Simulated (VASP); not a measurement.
Wanted: the native input for a VASP 6.6.1 run.

```
Task                   : single point
Functional             : PBE
Potentials or basis    : VASP PAW PBE potentials, release 64 (Sn_d, O)
Cutoff                 : 520 eV
k mesh                 : 10 × 10 × 8
Occupations            : gaussian, width 0.05 eV
Spin                   : no spin polarisation
Dipole correction      : no
Further INCAR settings : ALGO = Normal; EDIFF = 1e-06; NBANDS = 28
```

The structure of SnO lies in POSCAR:

```
SnO
1.0
    3.8101481901      0.0000000000      0.0000000000
    0.0000000000      3.8101481901      0.0000000000
    0.0000000000      0.0000000000      4.9912677446
Sn O
2 2
Direct
    0.0000000000      0.5000000000      0.2287361932
    0.5000000000      0.0000000000      0.7712638068
    0.0000000000      0.0000000000      0.0000000000
    0.5000000000      0.5000000000      0.0000000000
```

This cell differs from its parent crystal: strain -0.015 along x and y, -0.015 along z.

These files were run (other wordings do the same):

INCAR

```
ALGO = Normal ; EDIFF = 1E-6
ENCUT = 520 ; GGA = PE
ISIF = 2 ; ISMEAR = 0
LASPH = True ; LCHARG = False
LREAL = False ; LWAVE = False
NBANDS = 28 ; NELM = 60
PREC = Accurate ; SIGMA = 0.05
```

KPOINTS

```
k-points
0
Gamma
  10 10 8
```

Potentials or basis: VASP PAW PBE potentials, release 64 (Sn_d, O).

Run with:

```bash
$ cat potpaw_PBE.64/Sn_d/POTCAR potpaw_PBE.64/O/POTCAR > POTCAR
$ mpirun -np 1 vasp_std > vasp.out
```

It gave:

- Pressure: 4.4 GPa
- Largest force: 0.715 eV/Å
- Band gap on the k mesh: 0.35 eV, indirect (least direct gap 1.97 eV)

Caveat: the cell differs from its parent crystal (strain -0.015 along x and y, -0.015 along z); spin-orbit coupling is left out, which moves the levels of the heavy elements.

Run time: 2.2 min on 1 thread of Intel Xeon 6975P-C, with other jobs on the host, peak memory 0.29 GiB.
